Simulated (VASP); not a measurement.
# KF (Fm-3m) in VASP: a series of runs, part 2 of 2

VASP 6.6.1. The steps go on from the part before.

## Step 5: Single point, PBE (21.08 Å³/atom)

This run uses another cell than the first one, of 21.08 Å³/atom.

INCAR

```
PREC     = Accurate       # precision mode
ENCUT    = 600            # plane-wave cutoff, eV
EDIFF    = 1E-6           # SCF threshold, eV
ISMEAR   = 0              # smearing method
SIGMA    = 0.02           # smearing width, eV
LREAL    = F              # projectors in reciprocal space
LASPH    = T              # aspherical terms in the spheres
NELM     = 120            # most SCF steps
ALGO     = Normal         # electronic algorithm
ISIF     = 2              # what is computed and relaxed
LWAVE    = F              # write WAVECAR
LCHARG   = T              # write CHGCAR
GGA      = PE             # functional
LELF     = T              # ELF
LVHAR    = T            
NBANDS   = 15             # bands
GGA_COMPAT= F
```

KPOINTS

```
regular mesh
0
Gamma
  8 8 8
```

POSCAR

```
KF
1.0
    0.0000000000      2.7624652252      2.7624652252
    2.7624652252      0.0000000000      2.7624652252
    2.7624652252      2.7624652252      0.0000000000
K F
1 1
Direct
    0.0000000000      0.0000000000      0.0000000000
    0.5000000000      0.5000000000      0.5000000000
```

The run is started by

```console
> cat potpaw_PBE.64/K_sv/POTCAR potpaw_PBE.64/F/POTCAR > POTCAR
> mpirun -np 1 vasp_std > vasp.out
```

It took 13 s on 1 thread of Intel Xeon 8259CL, shared host; peak memory 0.18 GiB.

It converged, with:

* Free energy: -8.2926 eV
* Pressure: -1.5 GPa
* Band gap on the k mesh: 5.67 eV

Levels at points of the mesh, in eV from the valence-band top:
```
           k point  band 4  band 5  band 6  band 7  band 8  band 9  band 10  band 11  band 12  band 13
(0.00, 0.00, 0.00)   -9.74   -9.74    0.00    0.00    0.00    5.67    10.39    10.39    10.39    11.94
(0.50, 0.00, 0.00)   -9.77   -9.77   -0.69   -0.27   -0.27    8.65     9.88    11.60    11.60    13.65
(0.50, 0.50, 0.00)   -9.89   -9.89   -0.25   -0.07   -0.07    8.10     9.76    11.04    13.08    13.61
```

## Step 6: Single point, PBE (21.88 Å³/atom)

This run uses another cell than the first one, of 21.88 Å³/atom.

INCAR

```
SYSTEM = KF
ALGO = Normal ; EDIFF = 1E-6
ENCUT = 600 ; GGA = PE
GGA_COMPAT = .FALSE. ; ISIF = 2
ISMEAR = 0 ; LASPH = .TRUE.
LCHARG = .TRUE. ; LELF = .TRUE.
LREAL = .FALSE. ; LVHAR = .TRUE.
LWAVE = .FALSE. ; NBANDS = 15
NELM = 120 ; PREC = Accurate
SIGMA = 0.02
```

KPOINTS

```
k-points
0
G
  8 8 8
  0 0 0
```

POSCAR

```
KF
1.0
    0.0000000000      2.7967850727      2.7967850727
    2.7967850727      0.0000000000      2.7967850727
    2.7967850727      2.7967850727      0.0000000000
K F
1 1
Direct
    0.0000000000      0.0000000000      0.0000000000
    0.5000000000      0.5000000000      0.5000000000
```

Potentials or basis: VASP PAW PBE potentials, release 64 (K_sv, F).

The run is started by

```console
> cat potpaw_PBE.64/K_sv/POTCAR potpaw_PBE.64/F/POTCAR > POTCAR
> mpirun -np 1 vasp_std > vasp.out
```

OUTCAR:

```text
SYSTEM = KF
   EDIFF = 1E-6
   ENCUT = 600
   GGA = PE
   ISIF = 2
   ISMEAR = 0
   LASPH = .TRUE.
   LREAL = .FALSE.
   NELM = 120
   PREC = Accurate

 ion  position               nearest neighbor table
   1  0.000  0.000  0.000-   2 2.80   2 2.80   2 2.80   2 2.80   2 2.80   2 2.80
   2  0.500  0.500  0.500-   1 2.80   1 2.80   1 2.80   1 2.80   1 2.80   1 2.80

  LATTYP: Found a face centered cubic cell.
 ALAT       =     5.5935701454

  Lattice vectors:

 A1 = (   0.0000000000,   2.7967850727,   2.7967850727)
 A2 = (   2.7967850727,   0.0000000000,   2.7967850727)
 A3 = (   2.7967850727,   2.7967850727,   0.0000000000)

Analysis of symmetry for initial positions (statically):
=====================================================================
 Subroutine PRICEL returns:
 Original cell was already a primitive cell.

 Routine SETGRP: Setting up the symmetry group for a
 face centered cubic supercell.

 Subroutine GETGRP returns: Found 48 space group operations
 (whereof 48 operations were pure point group operations)
 out of a pool of 48 trial point group operations.

The static configuration has the point symmetry O_h .
[... 174 lines left out ...]
      5     -13.0025      2.00000
      6      -3.1272      2.00000
      7      -3.1272      2.00000
      8      -3.1272      2.00000
      9       2.3760      0.00000
     10       7.1524      0.00000
     11       7.1524      0.00000
     12       7.1524      0.00000
     13       8.6522      0.00000
     14       8.6522      0.00000
[... 401 lines left out ...]
      2     -21.7362      2.00000
      3     -13.2215      2.00000
      4     -13.1418      2.00000
      5     -13.0561      2.00000
      6      -3.6074      2.00000
      7      -3.3460      2.00000
      8      -3.3460      2.00000
      9       5.7147      0.00000
     10       6.2838      0.00000
     11       7.8063      0.00000
     12       8.8715      0.00000
     13       9.9473      0.00000
     14      10.8096      0.00000
     15      10.8225      0.00000

 [... further k-points ...]

------------------------ aborting loop because EDIFF is reached ----------------------------------------

  FORCE on cell =-STRESS in cart. coord.  units (eV):
  Direction    XX          YY          ZZ          XY          YZ          ZX
  --------------------------------------------------------------------------------------
  -------------------------------------------------------------------------------------
  Total       -0.6126698     -0.6126698     -0.6126698      0.0000000      0.0000000     -0.0000000
  in kB      -22.4351932    -22.4351932    -22.4351932      0.0000000      0.0000000     -0.0000000
  external PRESSURE =     -22.4351932 kB  Pullay stress =       0.0000000 kB

 VOLUME and BASIS-vectors are now :
 -----------------------------------------------------------------------------
  energy-cutoff  :      600.00
  volume of cell :       43.75
      direct lattice vectors                 reciprocal lattice vectors
     0.000000000  2.796785073  2.796785073    -0.178776698  0.178776698  0.178776698
     2.796785073  0.000000000  2.796785073     0.178776698 -0.178776698  0.178776698
     2.796785073  2.796785073  0.000000000     0.178776698  0.178776698 -0.178776698

 POSITION                                       TOTAL-FORCE (eV/Angst)
 -----------------------------------------------------------------------------------
      0.00000      0.00000      0.00000         0.000000     -0.000000     -0.000000
      2.79679      2.79679      2.79679        -0.000000      0.000000      0.000000
 -----------------------------------------------------------------------------------
    total drift:                                0.000000     -0.000000      0.000000

  FREE ENERGIE OF THE ION-ELECTRON SYSTEM (eV)
  ---------------------------------------------------
  free  energy   TOTEN  =        -8.2759032638 eV

  energy  without entropy=       -8.2759032638  energy(sigma->0) =       -8.27590326
```

OSZICAR:

```text
N       E                     dE             d eps       ncg     rms          rms(c)
DAV:   1     0.119777145397E+03    0.11978E+03   -0.87777E+03   870   0.115E+03
DAV:   2    -0.363610092746E+01   -0.12341E+03   -0.11223E+03  1081   0.287E+02
DAV:   3    -0.940328382851E+01   -0.57672E+01   -0.57296E+01  1208   0.556E+01
DAV:   4    -0.959154817679E+01   -0.18826E+00   -0.18825E+00  1143   0.903E+00
DAV:   5    -0.959238731877E+01   -0.83914E-03   -0.83914E-03  1178   0.729E-01    0.621E+00
DAV:   6    -0.831930639256E+01    0.12731E+01   -0.37923E+00   926   0.137E+01    0.341E+00
DAV:   7    -0.828093758963E+01    0.38369E-01   -0.69748E-02  1052   0.223E+00    0.188E+00
DAV:   8    -0.827323366751E+01    0.77039E-02   -0.60497E-02  1017   0.236E+00    0.208E-01
DAV:   9    -0.827505209568E+01   -0.18184E-02   -0.36224E-03  1017   0.507E-01    0.120E-01
DAV:  10    -0.827575380699E+01   -0.70171E-03   -0.49949E-04   940   0.186E-01    0.697E-02
DAV:  11    -0.827590082857E+01   -0.14702E-03   -0.13750E-04   933   0.957E-02    0.172E-02
DAV:  12    -0.827590277905E+01   -0.19505E-05   -0.10461E-05  1052   0.304E-02    0.386E-03
DAV:  13    -0.827590326380E+01   -0.48475E-06   -0.21591E-06   975   0.127E-02
   1 F= -.82759033E+01 E0= -.82759033E+01  d E =-.644784E-43
```

stdout:

```text
POSCAR found type information on POSCAR K F
 POSCAR found :  2 types and       2 ions
 scaLAPACK will be used
 LDA part: xc-table for (Slater+PW92), standard interpolation
 POSCAR, INCAR and KPOINTS ok, starting setup
 FFT: planning ... GRIDC
 FFT: planning ... GRID_SOFT
 FFT: planning ... GRID
 WAVECAR not read
 entering main loop
```

It took 14 s on 1 thread of Intel Xeon 8259CL, shared host; peak memory 0.18 GiB.

Results:

- Free energy: -8.2759 eV
- Pressure: -2.2 GPa
- Band gap on the k mesh: 5.50 eV

Levels at points of the mesh, in eV from the valence-band top:
| k point | band 5 | band 6 | band 7 | band 8 | band 9 | band 10 | band 11 | band 12 |
| --- | --- | --- | --- | --- | --- | --- | --- | --- |
| (0.00, 0.00, 0.00) | -9.88 | 0.00 | 0.00 | 0.00 | 5.50 | 10.28 | 10.28 | 10.28 |
| (0.50, 0.00, 0.00) | -9.90 | -0.65 | -0.25 | -0.25 | 8.49 | 9.63 | 11.42 | 11.42 |
| (0.50, 0.50, 0.00) | -10.01 | -0.26 | -0.08 | -0.08 | 8.05 | 9.56 | 10.76 | 12.88 |

A k mesh can miss the band edges.

## Step 7: The runs side by side

| cell | smearing | gap on the mesh (eV) | pressure (GPa) |
| --- | --- | --- | --- |
| a = 3.832 Å, angles 60.0°, 2 atoms | gaussian 0.02 eV | 5.95 | 0.0 |
| a = 3.833 Å, angles 60.0°, 2 atoms | gaussian 0.01 eV | 5.95 | 0.0 |
| a = 3.870 Å, angles 60.0°, 2 atoms | gaussian 0.02 eV | 5.81 | -0.8 |
| a = 3.907 Å, angles 60.0°, 2 atoms | gaussian 0.02 eV | 5.67 | -1.5 |
| a = 3.955 Å, angles 60.0°, 2 atoms | gaussian 0.02 eV | 5.50 | -2.2 |

Alike in all rows: task single point; level PBE; potentials or basis VASP PAW PBE potentials, release 64 (K_sv, F); no spin polarisation; k mesh 8 × 8 × 8; cutoff (eV) 600.

Total energies depend on the potentials used, so only differences within one code and one set of settings carry meaning.
